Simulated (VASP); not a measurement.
Set up this calculation in VASP 6.6.1, as the native input.

```yaml
Task: single point
Functional: PBE
Potentials_or_basis: VASP PAW PBE potentials, release 64 (Si, Cl)
Cutoff: 500 eV
k_mesh: 4 × 4 × 4
Occupations: gaussian, width 0.2 eV
Spin: no spin polarisation
Dipole_correction: no
Further_INCAR_settings: ALGO = Normal; EDIFF = 1e-06; NBANDS = 20
```

The structure of Si4Cl lies in POSCAR:

```
Si4Cl
1.0
    3.1644213991      1.8269795478      2.9303991056
   -3.1644213991      1.8269795478      2.9303991056
    0.0000000000     -3.6539590920      2.9303991079
Si Cl
4 1
Direct
    1.0011515425      0.3705994751      1.0011515425
    1.0011515425      1.0011515425      0.3705994751
    0.3705994751      1.0011515425      1.0011515425
    0.7159058809      0.7159058809      0.7159058809
    0.4729956990      0.4729956990      0.4729956990
```

The cell was generated, and may not be a known phase.

These files were run (other wordings do the same):

INCAR

```
PREC = Accurate ; ENCUT = 500
EDIFF = 1E-6 ; ISMEAR = 0
SIGMA = 0.2 ; LREAL = F
LASPH = T ; NELM = 120
ALGO = Normal ; ISIF = 2
LWAVE = F ; LCHARG = T
GGA = PE ; LELF = T
LVHAR = T ; NBANDS = 20
GGA_COMPAT = F
```

KPOINTS

```
Automatic mesh
0
Gamma
  4 4 4
```

Potentials or basis: VASP PAW PBE potentials, release 64 (Si, Cl).

Command:

```console
$ cat potpaw_PBE.64/Si/POTCAR potpaw_PBE.64/Cl/POTCAR > POTCAR
$ mpirun -np 1 vasp_std > vasp.out
```

It gave:

The pressure is 0.0 GPa and the largest force is 0.059 eV/Å. The band gap on the k mesh is zero (an odd number of electrons rules out a gap without spin polarisation).

Caveat: an odd number of electrons without spin polarisation forces a metal; a magnetic or distorted state may lie lower.

Wall time 19 s on 1 thread of Intel(R) Xeon(R) Platinum 8259CL CPU @ 2.50GHz (Skylake/Cascade Lake), on a shared host, peak memory 0.2 GiB.
